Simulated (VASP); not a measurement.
**Ni: single point with LDA**

The system is Ni.

```
Ni
1.0
    -1.34296    1.34296    1.34296
     1.34296   -1.34296    1.34296
     1.34296    1.34296   -1.34296
Ni
1
Direct
  0.00000 0.00000 0.00000
```

This cell differs from its parent crystal: volume scaled by 0.96.

| Property | Result |
| --- | --- |
| Program | VASP 6.6.1 |
| Task | single point |
| Functional | LDA |
| Potentials or basis | VASP PAW LDA potentials, release 64 (Ni) |
| Cutoff | 520 eV |
| k mesh | 18 × 18 × 18 |
| Occupations | fermi-dirac, width 0.05 eV |
| Spin | collinear spin, ferromagnetic start |
| Starting moments | [0.355] μB |
| Dipole correction | no |
| Further INCAR settings | ALGO = Normal; EDIFF = 1e-07; NBANDS = 15 |

The pressure is 9.7 GPa. The band gap on the k mesh is zero (filled and empty bands overlap) and the net moment is 0.00 μB per cell. The valence electrons inside the program's atomic spheres are Ni 9.55.

Levels at points of the mesh, in eV from the Fermi level:
Spin up:
| k point | band 2 | band 3 | band 4 | band 5 | band 6 | band 7 | band 8 | band 9 |
| --- | --- | --- | --- | --- | --- | --- | --- | --- |
| (0.00, 0.00, 0.00) | -2.27 | -2.27 | -2.27 | -0.65 | -0.65 | 27.74 | 27.74 | 27.74 |
| (0.50, 0.00, 0.00) | -3.39 | -0.71 | -0.45 | 0.21 | 0.47 | 7.65 | 20.22 | 21.80 |
| (0.50, 0.50, 0.50) | -4.68 | 0.20 | 0.20 | 0.20 | 10.56 | 10.56 | 10.56 | 17.11 |
Spin down:
```tsv
k point	band 1	band 2	band 3	band 4	band 5	band 6	band 7	band 8	band 9	band 10
(0.00, 0.00, 0.00)	-9.63	-2.27	-2.27	-2.27	-0.65	-0.65	27.74	27.74	27.74	33.52
(0.50, 0.00, 0.00)	-5.09	-3.39	-0.71	-0.45	0.21	0.47	7.65	20.22	21.80	25.74
(0.50, 0.50, 0.50)	-4.68	-4.68	0.20	0.20	0.20	10.56	10.56	10.56	17.11	17.11
```

It took 2.2 min on 1 thread of Intel Xeon 8259CL, on a shared host, peak memory 0.15 GiB.
